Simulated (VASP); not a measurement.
**Ir: single point with LDA**

Crystal: Ir.

```
Ir
1.0
     0.00000    2.09433    1.66122
     2.09433    0.00000    1.66122
     2.09433    2.09433    0.00000
Ir
1
Direct
  0.00000 0.00000 0.00000
```

```yaml
Program: VASP 6.6.1
Task: single point
Functional: LDA
Potentials_or_basis: VASP PAW LDA potentials, release 64 (Ir)
Cutoff: 520 eV
k_mesh: 22 × 22 × 22
Occupations: gaussian, width 0.15 eV
Spin: no spin polarisation
Dipole_correction: no
Further_INCAR_settings: ALGO = Normal; EDIFF = 1e-06; NBANDS = 10
```

The pressure is -7.9 GPa and the band gap on the k mesh is zero (an odd number of electrons rules out a gap without spin polarisation).

Stress tensor (GPa, compression positive):
```
-23.41   0.00   0.00
  0.00 -23.41   0.00
  0.00   0.00  23.25
```

Levels at points of the mesh, in eV from the Fermi level:
```tsv
k point	band 1	band 2	band 3	band 4	band 5	band 6	band 7	band 8
(0.00, 0.00, 0.00)	-10.61	-3.93	-3.93	-2.86	-1.61	-0.02	15.56	17.77
(0.50, 0.00, 0.00)	-7.59	-5.01	-1.72	-0.30	0.10	1.91	7.55	13.45
(0.50, 0.50, 0.00)	-7.12	-7.08	1.14	1.59	1.59	5.63	9.09	9.09
(0.50, 0.00, 0.50)	-7.47	-6.22	0.21	0.28	0.48	2.28	8.59	12.34
```

It took 38 s on 1 thread of AMD EPYC 9R45 (Zen 5), on a shared host, peak memory 0.2 GiB.

Caveat: the cell stands under tension; spin-orbit coupling is left out, which moves the levels of the heavy elements.
